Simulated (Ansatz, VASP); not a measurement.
One calculation of CsSnI3, two programs

```xyz
5
Lattice="6.2057 0.0000 0.0000 0.0000 6.2057 0.0000 0.0000 0.0000 6.2988" Properties=species:S:1:pos:R:3 pbc="T T T"
Cs    0.0000    0.0000    0.0000
Sn    3.1029    3.1029    3.1494
I     0.0000    3.1029    3.1494
I     3.1029    0.0000    3.1494
I     3.1029    3.1029    0.0000
```

Change from the starting cell: strain +0.000 along x and y, +0.015 along z, atoms carried along.

Alike in both runs: task single point; functional PBE; k mesh 6 × 6 × 6; occupations gaussian, width 0.03 eV; no spin polarisation.

```csv
,VASP,Ansatz
version,VASP 6.6.1,Ansatz 0.2.0
potentials or method,"VASP PAW PBE potentials, release 64 (Cs_sv, Sn_d, I), cutoff 520 eV","scalar-relativistic, plane waves, PAW"
valence electrons in the cell,44,74
```

```tsv
	VASP	Ansatz	Ansatz less VASP
gap on the k mesh at the Fermi level (eV)	0.31	0.31	+0.006
least direct gap on the mesh (eV)	0.31	0.31	+0.006
pressure (GPa)	0.4	0.4	+0.01
traceless stress, the component that is largest in VASP (GPa)	-0.33	-0.33	-0.001
```

VASP's potentials hold 44 valence electrons a cell and Ansatz's 74, so a difference there can come from the potentials and not from the codes.

Neither program's run includes spin-orbit coupling.
